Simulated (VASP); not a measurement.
# PtSe2 in VASP: notebook

Runs on PtSe2. Level: PBE+D3(BJ). Tasks: single point.

Program: VASP 6.6.1. These are calculated values, not measurements. Logs are shortened: lines on timing, memory, paths and dates and some standing lists are left out, and cuts for length are marked.

## Step 1: The cell of the first run

The cell holds a slab with vacuum, 3 atoms: a = 3.756 Å, b = 3.756 Å, c = 31.121 Å, α = 90.00°, β = 90.00°, γ = 120.00°.

## Step 2: Single point, PBE+D3(BJ)

INCAR

```
ALGO     = Normal         # electronic algorithm
DIPOL    = 0.5 0.5 0.500
EDIFF    = 1E-6           # SCF threshold, eV
ENCUT    = 400            # plane-wave cutoff, eV
GGA      = PE             # functional
GGA_COMPAT= F            
IDIPOL   = 3            
ISIF     = 2              # what is computed and relaxed
ISMEAR   = 0              # smearing method
IVDW     = 12             # dispersion correction
LASPH    = T              # aspherical terms in the spheres
LCHARG   = T              # write CHGCAR
LDIPOL   = T            
LELF     = T              # ELF
LREAL    = F              # projectors in reciprocal space
LVACPOTAV= T            
LVHAR    = T            
LWAVE    = F              # write WAVECAR
NBANDS   = 18             # bands
NELM     = 120            # most SCF steps
NELMDL   = -8           
PREC     = Accurate       # precision mode
SIGMA    = 0.02           # smearing width, eV
```

KPOINTS

```
k-points
0
Gamma
  9 9 1
```

POSCAR

```
PtSe2
1.0
    3.7560000000      0.0000000000      0.0000000000
   -1.8780000000      3.2527914166      0.0000000000
    0.0000000000      0.0000000000     31.1212903780
Se Pt
2 1
Direct
    0.6666666667      0.3333333333      0.4589187985
    0.3333333333      0.6666666667      0.5410812015
    0.0000000000      0.0000000000      0.5000000000
```

Potentials or basis: VASP PAW PBE potentials, release 64 (Se, Pt).

Started as:

```sh
$ cat potpaw_PBE.64/Se/POTCAR potpaw_PBE.64/Pt/POTCAR > POTCAR
$ mpirun -np 1 vasp_std > vasp.out
```

OUTCAR:

```text
EDIFF = 1E-6
   ENCUT = 400
   GGA = PE
   ISIF = 2
   ISMEAR = 0
   IVDW = 12
   LASPH = T
   LREAL = F
   NELM = 120
   NELMDL = -8
   PREC = Accurate
 IVDW          = 12

 ion  position               nearest neighbor table
   1  0.667  0.333  0.459-   3 2.52   3 2.52   3 2.52
   2  0.333  0.667  0.541-   3 2.52   3 2.52   3 2.52
   3  0.000  0.000  0.500-   1 2.52   2 2.52   2 2.52   1 2.52   1 2.52   2 2.52

  LATTYP: Found a hexagonal cell.
 ALAT       =     3.7560000000
 C/A-ratio  =     8.2857535618

  Lattice vectors:

 A1 = (   3.7560000000,   0.0000000000,   0.0000000000)
 A2 = (  -1.8780000000,   3.2527914166,   0.0000000000)
 A3 = (   0.0000000000,   0.0000000000,  31.1212903780)

Analysis of symmetry for initial positions (statically):
=====================================================================
 Subroutine PRICEL returns:
 Original cell was already a primitive cell.

 Routine SETGRP: Setting up the symmetry group for a
 hexagonal supercell.

 Subroutine GETGRP returns: Found 12 space group operations
 (whereof 12 operations were pure point group operations)
 out of a pool of 24 trial point group operations.

The static configuration has the point symmetry D_3d.

Analysis of symmetry for dynamics (positions and initial velocities):
=====================================================================
 Subroutine PRICEL returns:
 Original cell was already a primitive cell.

 Routine SETGRP: Setting up the symmetry group for a
 hexagonal supercell.

 Subroutine GETGRP returns: Found 12 space group operations
 (whereof 12 operations were pure point group operations)
 out of a pool of 24 trial point group operations.

The dynamic configuration has the point symmetry D_3d.

 Subroutine INISYM returns: Found 12 space group operations
 (whereof 12 operations are pure point group operations),
 and found     1 'primitive' translations

----------------------------------------------------------------------------------------

                                     Primitive cell

  volume of cell :     380.2239

  direct lattice vectors                    reciprocal lattice vectors
     3.756000000  0.000000000  0.000000000     0.266240682  0.153714129  0.000000000
    -1.878000000  3.252791417  0.000000000     0.000000000  0.307428258  0.000000000
     0.000000000  0.000000000 31.121290378     0.000000000  0.000000000  0.032132344
[... 78 lines left out ...]
   NFREE  =      0    steps in history (QN), initial steepest desc. (CG)
   ISIF   =      2    stress and relaxation
   ISYM   =      2    0-nonsym 1-usesym 2-fastsym
   POTIM  = 0.5000    time-step for ionic-motion
   TEBEG  =    0.0;   TEEND  =   0.0 temperature during run
   PSTRESS=    0.0 pullay stress
   NELECT =      22.0000    total number of electrons
   NUPDOWN=      -1.0000    fix difference up-down
   EMIN   =  10.00;   EMAX   =-10.00  energy-range for DOS
   EFERMI =   0.00;   METHOD = LEGACY
   ISMEAR =     0;   SIGMA  =   0.02  broadening in eV -4-tet -1-fermi 0-gaus
   EFERMI_NEDOS =   21; number of points for ismear=-14 and -15
   IALGO  =     38    algorithm
   IMIX   =      4    mixing-type and parameters
     AMIX     =   0.40;   BMIX     =  1.00
     AMIX_MAG =   1.60;   BMIX_MAG =  1.00
  volume/ion in A,a.u.               =     126.74       855.29
  Fermi-wavevector in a.u.,A,eV,Ry     =   0.633193  1.196561  5.455025  0.400933
  Thomas-Fermi vector in A             =   1.696766
   LORBIT       =      0    0 simple, 1 ext, 2 COOP (PROOUT), +10 PAW based schemes
   GGA     = PE    functional components
   LHFCALC =     F    Hartree Fock is set to
   AEXX    =    0.0000 exact exchange contribution
   IVDW    =    12    specifies the selected vdW correction
   LEPSILON=     F    determine dielectric tensor
   LRPA    =     F    only Hartree local field effects (RPA)
 non-spin polarized calculation
 Gauss-broadening in eV      SIGMA  =   0.02
  energy-cutoff  :      400.00
  volume of cell :      380.22
 maximum number of plane-waves:      6954
 NGX is ok and might be reduce to    28
   NGX = 13   NGY = 13   NGZ =101

 dipolmoment           0.000000      0.000000      0.000000 electrons x Angstroem

 number of electron      22.0000001 magnetization

 dipolmoment           0.000000      0.000000     -0.000000 electrons x Angstroem

 Free energy of the ion-electron system (eV)
  ---------------------------------------------------
  ext. energy  EPLUGINS =         0.00000000
  ---------------------------------------------------
  free energy    TOTEN  =       -14.28831523 eV

  energy without entropy =      -14.28831523  energy(sigma->0) =      -14.28831523

 E-fermi :  -3.8932     XC(G=0):  -2.1530

 val. band max:       -3.9853470444   @ k =   0.1111   0.1111   0.0000
 cond. band min:      -2.5686413062   @ k =   0.2222  -0.0000   0.0000
 fundamental gap:      1.4167057382
 Fermi energy:        -3.8932366006

 k-point     1 :       0.0000    0.0000    0.0000
  band No.  band energies     occupation
      1     -17.9674      2.00000
      2     -16.0753      2.00000
      3      -9.1085      2.00000
      4      -9.1085      2.00000
      5      -8.9356      2.00000
      6      -6.7900      2.00000
[... 229 lines left out ...]
      5      -8.7992      2.00000
      6      -7.3551      2.00000
[... 10 lines left out ...]
     17       4.8144      0.00000
     18       4.8703      0.00000

------------------------ aborting loop because EDIFF is reached ----------------------------------------

 vacuum level on the upper side and lower side of the slab       (xc-potential included)        -0.125        -0.125

 Edisp (eV)   -0.87826

 E8    (eV) :    -0.4037

  FORCE on cell =-STRESS in cart. coord.  units (eV):
  Direction    XX          YY          ZZ          XY          YZ          ZX
  --------------------------------------------------------------------------------------
  -------------------------------------------------------------------------------------
  Total      -0.48986    -0.48986     0.52708    -0.00000     0.00000     0.00000
  in kB      -2.06417    -2.06417     2.22098    -0.00000     0.00000     0.00000
  external pressure =       -0.64 kB  Pullay stress =        0.00 kB

 VOLUME and BASIS-vectors are now :
 -----------------------------------------------------------------------------
  energy-cutoff  :      400.00
  volume of cell :      380.22
      direct lattice vectors                 reciprocal lattice vectors
     3.756000000  0.000000000  0.000000000     0.266240682  0.153714129  0.000000000
    -1.878000000  3.252791417  0.000000000     0.000000000  0.307428258  0.000000000
     0.000000000  0.000000000 31.121290378     0.000000000  0.000000000  0.032132344

 POSITION                                       TOTAL-FORCE (eV/Angst)
 -----------------------------------------------------------------------------------
      1.87800      1.08426     14.28215         0.000000      0.000000     -0.217574
     -0.00000      2.16853     16.83915        -0.000000      0.000000      0.217574
      0.00000      0.00000     15.56065         0.000000      0.000000      0.000000
 -----------------------------------------------------------------------------------
    total drift:                               -0.000000      0.000000     -0.000000

  FREE ENERGIE OF THE ION-ELECTRON SYSTEM (eV)
  ---------------------------------------------------
  free  energy   TOTEN  =       -15.1665707276 eV

  energy  without entropy=      -15.1665707276  energy(sigma->0) =      -15.16657073

 vacuum level on the upper side and lower side of the slab         1.781         1.781
```

It took 3.8 min on 1 thread of Intel Xeon 8259CL, shared host; peak memory 0.44 GiB.

Results:

```yaml
Free_energy: -15.1666 eV
Largest_force: 0.218 eV/Å
Band_gap_on_the_k_mesh: 1.42 eV (least direct gap 1.44 eV)
Dispersion_energy_per_atom: -0.293 eV
Ionisation_potential_of_the_upper_face: 5.77 eV
```

Forces in eV/Å, atoms in the order of the input:
```
Se   0.000  0.000 -0.218
Se   0.000  0.000  0.218
Pt   0.000  0.000  0.000
```

Caveat: spin-orbit coupling is left out, which moves the levels of the heavy elements.

## Step 3: Single point, PBE+D3(BJ)

INCAR

```
SYSTEM = PtSe2
PREC = Accurate
ENCUT = 400
EDIFF = 1E-6
ISMEAR = 0
SIGMA = 0.02
LREAL = .FALSE.
LASPH = .TRUE.
NELM = 120
ALGO = Normal
ISIF = 2
LWAVE = .FALSE.
LCHARG = .FALSE.
LDIPOL = .TRUE.
IDIPOL = 3
DIPOL = 0.5 0.5 0.500
GGA = PE
IVDW = 12
NBANDS = 18
GGA_COMPAT = .FALSE.
NELMDL = -8
```

KPOINTS

```
Automatic mesh
0
G
  9 9 1
  0 0 0
```

POSCAR

```
PtSe2
1.0
    3.7560000000      0.0000000000      0.0000000000
   -1.8780000000      3.2527914166      0.0000000000
    0.0000000000      0.0000000000     31.1212903780
Se Pt
2 1
Direct
    0.6666666667      0.3333333333      0.4574407107
    0.3333333333      0.6666666667      0.5425592893
    0.0000000000      0.0000000000      0.5000000000
```

Potentials or basis: VASP PAW PBE potentials, release 64 (Se, Pt).

Started as:

```sh
$ cat potpaw_PBE.64/Se/POTCAR potpaw_PBE.64/Pt/POTCAR > POTCAR
$ mpirun -np 1 vasp_std > vasp.out
```

Wall time 3.8 min (1 thread of Intel Xeon 8259CL, shared host); peak memory 0.44 GiB.

Results (log left out):

| Property | Result |
| --- | --- |
| Free energy | -15.1623 eV |
| Largest force | 0.303 eV/Å |
| Band gap on the k mesh | 1.34 eV (least direct gap 1.51 eV) |
| Dispersion energy per atom | -0.291 eV |

Forces on the atoms (eV/Å):
```
Se   0.000  0.000  0.303
Se   0.000  0.000 -0.303
Pt   0.000  0.000  0.000
```

Levels at points of the mesh, in eV from the valence-band top:
```tsv
k point	band 8	band 9	band 10	band 11	band 12	band 13	band 14	band 15
(0.00, 0.00, 0.00)	-1.22	-0.57	0.00	0.00	2.87	2.87	4.47	5.28
```

Caveat: spin-orbit coupling is left out, which moves the levels of the heavy elements.
